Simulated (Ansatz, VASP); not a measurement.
## One calculation of YTl, two programs

Contents of INCAR:

```
SYSTEM = YTl
  ALGO = Normal
  EDIFF = 1E-8
  ENCUT = 520
  ISIF = 2
  ISMEAR = -1
  LASPH = .True.
  LCHARG = .False.
  LEFG = .True.
  LREAL = .False.
  LWAVE = .False.
  NBANDS = 19
  NELM = 60
  PREC = Accurate
  SIGMA = 0.08
```

KPOINTS

```
k-points
0
Gamma
  11 11 11
  0 0 0
```

File POSCAR:

```
YTl
1.0
    3.6744274938      0.0000000000      0.0000000000
    0.0000000000      3.6744274938      0.0000000000
    0.0000000000      0.0000000000      3.6744274938
Y Tl
1 1
Direct
    0.5000000000      0.5000000000      0.5000000000
    0.0000000000      0.0000000000      0.0000000000
```

Input for Ansatz:

```yaml
crystal:
  lattice:
    - [3.6744274938, 0.0, 0.0]
    - [0.0, 3.6744274938, 0.0]
    - [0.0, 0.0, 3.6744274938]
  atoms:
    - { symbol: "Y", position: [0.5, 0.5, 0.5] }
    - { symbol: Tl, position: [0.0, 0.0, 0.0] }
kpoints:
  mp_grid: { grid: [11, 11, 11] }
scf:
  occupations: { method: fermi_dirac, width: 0.08 }
hamiltonian:
  xc: lda
  pseudopotentials: { kind: paw }
output:
  forces: true
  stress: true
  eigenvalues: true
  efg: { contact_densities: true }
  write_density: true
  write_potential: true
  elf: true
  volumetric_format: npy
```

Change from the starting cell: volume scaled by 0.94, PAW files.

Alike in both runs: task electric field gradients; functional LDA; k mesh 11 × 11 × 11; occupations fermi-dirac, width 0.08 eV; no spin polarisation.

|  | VASP | Ansatz |
| --- | --- | --- |
| version | VASP 6.6.1 | Ansatz 0.2.0 |
| potentials or method | VASP PAW LDA potentials, release 64 (Y_sv, Tl_d) | PAW with Ansatz's default frozen-core files, scalar-relativistic |
| plane-wave cutoff (eV) | 520 | 420 |
| valence electrons in the cell | 24 | 24 |

|  | VASP | Ansatz | Ansatz less VASP |
| --- | --- | --- | --- |
| pressure (GPa) | 1.1 | 1.0 | -0.11 |

LDA's correlation is that of Perdew and Zunger in VASP and of Perdew and Wang (1992) in Ansatz.

Neither program's run includes spin-orbit coupling.
